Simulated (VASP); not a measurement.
The system is LiCl.

```xyz
4
Lattice="3.9254 0.0000 0.0000 -1.9627 3.3995 0.0000 0.0000 0.0000 6.2894" Properties=species:S:1:pos:R:3 pbc="T T T"
Li    1.9627    1.1332    5.5208
Li    0.0000    2.2663    2.3761
Cl    1.9627    1.1332    3.1272
Cl    0.0000    2.2663    6.2719
```

* Program: VASP 6.6.1
* Task: relaxation of cell and atoms
* Functional: PBEsol
* Potentials or basis: VASP PAW PBE potentials, release 64 (Li_sv, Cl)
* Cutoff: 600 eV
* k mesh: 12 × 12 × 4
* Occupations: fermi-dirac, width 0.02 eV
* Spin: no spin polarisation

At the start: pressure -1.0 GPa; volume 20.98 Å³/atom.

Problem. Where does the relaxation end?

Solution. Over 7 steps the energy falls by 2.7 meV/atom and the volume is 20.13 Å³/atom (-4.1 %); space group P6_3mc (No. 186, to 0.1 Å) before and after.

The path:
```tsv
step	energy change (eV)	largest force (eV/Å)	pressure (GPa)	volume (Å³)
1	0.0000	0.0029	-0.98	83.93
2	-0.0075	0.0047	-0.56	82.38
3	-0.0108	0.0071	-0.02	80.58
4	-0.0108	0.0073	0.00	80.51
5	-0.0109	0.0068	0.00	80.51
6	-0.0109	0.0058	0.00	80.51
7	-0.0110	0.0039	0.00	80.51
```

Final structure:
```
CELL_PARAMETERS angstrom
3.87934 0.00000 0.00000
-1.93967 3.35961 0.00000
0.00000 0.00000 6.17729
ATOMIC_POSITIONS crystal
Li 0.66667 0.33333 0.87854
Li 0.33333 0.66667 0.37854
Cl 0.66667 0.33333 0.49646
Cl 0.33333 0.66667 0.99646
```

Caveat: the cutoff is under 1.25 times the usual one of these potentials, so pressure, stress and relaxed cells hold a basis-set (Pulay) error; the PAW data sets were made with another functional, which shifts forces and pressure a little.
